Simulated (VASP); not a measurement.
A run of VASP 6.6.1:

Contents of INCAR:

```
SYSTEM = Si3N4
ALGO = Normal
EDIFF = 1E-7
ENCUT = 520
GGA = PE
ISIF = 2
ISMEAR = -1
LASPH = .True.
LCHARG = .False.
LREAL = .False.
LWAVE = .False.
NBANDS = 45
NELM = 100
PREC = Accurate
SIGMA = 0.02
```

KPOINTS

```
k-points
0
Gamma
  6 6 8
  0 0 0
```

File POSCAR:

```
Si3N4
1.0
    7.6056640558      0.0000000000      0.0000000000
   -3.8028320279      6.5866982850      0.0000000000
    0.0000000000      0.0000000000      2.9637593957
Si N
6 8
Direct
    0.2293976686      0.8242017889      0.7500000000
    0.4051958797      0.2293976686      0.2500000000
    0.8242017889      0.5948041203      0.2500000000
    0.1757982111      0.4051958797      0.7500000000
    0.5948041203      0.7706023314      0.7500000000
    0.7706023314      0.1757982111      0.2500000000
    0.3333333333      0.6666666667      0.7500000000
    0.6666666667      0.3333333333      0.2500000000
    0.9666283654      0.6695287972      0.7500000000
    0.2970995682      0.9666283654      0.2500000000
    0.6695287972      0.7029004318      0.2500000000
    0.3304712028      0.2970995682      0.7500000000
    0.0333716346      0.3304712028      0.2500000000
    0.7029004318      0.0333716346      0.7500000000
```

Potentials or basis: VASP PAW PBE potentials, release 64 (Si, N).

Run with:

```sh
$ cat potpaw_PBE.64/Si/POTCAR potpaw_PBE.64/N/POTCAR > POTCAR
$ mpirun -np 1 vasp_std > vasp.out
```

Hardware: 1 thread of Intel(R) Xeon(R) Platinum 8488C (Sapphire Rapids) (shared host).

Q: How long does it take, and how much memory?

A: It took 3.9 min on 1 thread of Intel(R) Xeon(R) Platinum 8488C (Sapphire Rapids) (shared host), peak memory 0.38 GiB. Counts: scf iterations 16, k points 40.
